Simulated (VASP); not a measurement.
A run of VASP 6.6.1 is set up as follows.

File INCAR:

```
PREC = Accurate
ENCUT = 520
EDIFF = 1E-7
ISMEAR = -1
SIGMA = 0.1
LREAL = False
LASPH = True
NELM = 120
ALGO = Normal
ISIF = 2
LWAVE = False
LCHARG = False
GGA = LIBXC
LIBXC1 = GGA_X_PBE_R
LIBXC2 = LDA_C_PW
IBRION = 2
NSW = 80
EDIFFG = -0.01
GGA_COMPAT = False
NELMIN = 4
```

KPOINTS

```
regular mesh
0
Gamma
  6 6 6
```

File POSCAR:

```
KF
1.0
    3.2589550000      0.0000000000      0.0000000000
    0.0000000000      3.2589550000      0.0000000000
    0.0000000000      0.0000000000      3.2589550000
K F
1 1
Direct
    0.0096230000      0.0125640000     -0.0066890000
    0.5033790000      0.5035290000      0.5001780000
```

Potentials or basis: VASP PAW PBE potentials, release 64 (K_sv, F).

The run is started by

```sh
$ cat potpaw_PBE.64/K_sv/POTCAR potpaw_PBE.64/F/POTCAR > POTCAR
$ mpirun -np 1 vasp_std > vasp.out
```

Question: Predict the energy gained by relaxing.

Answer: 0.5 meV/atom.

Question: Predict the band gap on the k mesh.

Answer: 6.85 eV (least direct gap 6.90 eV).

Final structure:
```yaml
crystal:
  lattice:
    - [3.25895, 0.00000, 0.00000]
    - [0.00000, 3.25895, 0.00000]
    - [0.00000, 0.00000, 3.25895]
  atoms:
    - { symbol: K, position: [0.00613, 0.00754, 0.99713] }
    - { symbol: F, position: [0.50687, 0.50855, 0.49636] }
```

 A k mesh can miss the band edges.
